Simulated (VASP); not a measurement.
Write the native input for VASP 6.6.1 that does the following.

```yaml
Task: single point
Functional: PBEsol
Potentials_or_basis: VASP PAW PBE potentials, release 64 (B, N)
Cutoff: 520 eV
k_mesh: 12 × 12 × 4
Occupations: gaussian, width 0.05 eV
Spin: no spin polarisation
Dipole_correction: no
Further_INCAR_settings: ALGO = Normal; EDIFF = 1e-06; NBANDS = 16
```

The structure of BN lies in POSCAR:

```
BN
1.0
    2.5043488457      0.0000000000      0.0000000000
   -1.2521744229      2.1688297203      0.0000000000
    0.0000000000      0.0000000000      6.8085228040
B N
2 2
Direct
    0.3333333333      0.6666666667      0.2500000000
    0.6666666667      0.3333333333      0.7500000000
    0.3333333333      0.6666666667      0.7500000000
    0.6666666667      0.3333333333      0.2500000000
```

This cell differs from its parent crystal: strain -0.0300 x Voigt [0, 0, 1, 0, 0, 0].

The input as run:

INCAR

```
SYSTEM = BN
PREC = Accurate
ENCUT = 520
EDIFF = 1E-6
ISMEAR = 0
SIGMA = 0.05
LREAL = .FALSE.
LASPH = .TRUE.
NELM = 80
ALGO = Normal
ISIF = 2
LWAVE = .FALSE.
LCHARG = .FALSE.
GGA = PS
NBANDS = 16
```

KPOINTS

```
regular mesh
0
G
  12 12 4
  0 0 0
```

Potentials or basis: VASP PAW PBE potentials, release 64 (B, N).

The run is started by

```sh
$ cat potpaw_PBE.64/B/POTCAR potpaw_PBE.64/N/POTCAR > POTCAR
$ mpirun -np 1 vasp_std > vasp.out
```

Results of the run:

- Pressure: 0.5 GPa
- Band gap on the k mesh: 4.21 eV, indirect (least direct gap 4.59 eV)

Caveat: the cell differs from its parent crystal (strain -0.0300 x Voigt [0, 0, 1, 0, 0, 0]); the PAW data sets were made with another functional, which shifts forces and pressure a little; this functional lacks dispersion, which binds the layers, so the pressure and a relaxed spacing across them are unreliable.

Wall time 42 s on 1 thread of Intel Xeon 8259CL (shared host), peak memory 0.16 GiB.
